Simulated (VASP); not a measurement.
GaP, 4 atoms in the cell. It takes space group R-3m (No. 166, trigonal). The conventional cell has a = 3.993 Å, b = 3.993 Å, c = 18.086 Å, α = 90.00°, β = 90.00°, γ = 120.00°. Within 3.2 Å of Ga (site symmetry 3m) lie 1 Ga at 2.40 Å and 3 P at 2.42 Å. Within 2.8 Å of P (site symmetry 3m) lie 1 P at 2.12 Å and 3 Ga at 2.42 Å.  This cell differs from its parent crystal: strained and its atoms moved.

| Property | Result |
| --- | --- |
| Program | VASP 6.6.1 |
| Task | single point |
| Functional | PBE |
| Potentials or basis | VASP PAW PBE potentials, release 64 (Ga_d, P) |
| Cutoff | 520 eV |
| k mesh | 9 × 9 × 9 |
| Occupations | gaussian, width 0.02 eV |
| Spin | no spin polarisation |
| Dipole correction | no |
| Further INCAR settings | ALGO = Normal; EDIFF = 1e-06; NBANDS = 26 |

Potentials or basis: VASP PAW PBE potentials, release 64 (Ga_d, P).

Launch:

```console
$ cat potpaw_PBE.64/Ga_d/POTCAR potpaw_PBE.64/P/POTCAR > POTCAR
$ mpirun -np 1 vasp_std > vasp.out
```

Hardware: 1 thread of Intel(R) Xeon(R) 6975P-C (Granite Rapids) (shared host).

How long does it take, and how much memory?

It took 120 s on 1 thread of Intel(R) Xeon(R) 6975P-C (Granite Rapids), on a shared host, peak memory 0.4 GiB. Counts: scf iterations 13, k points 85.
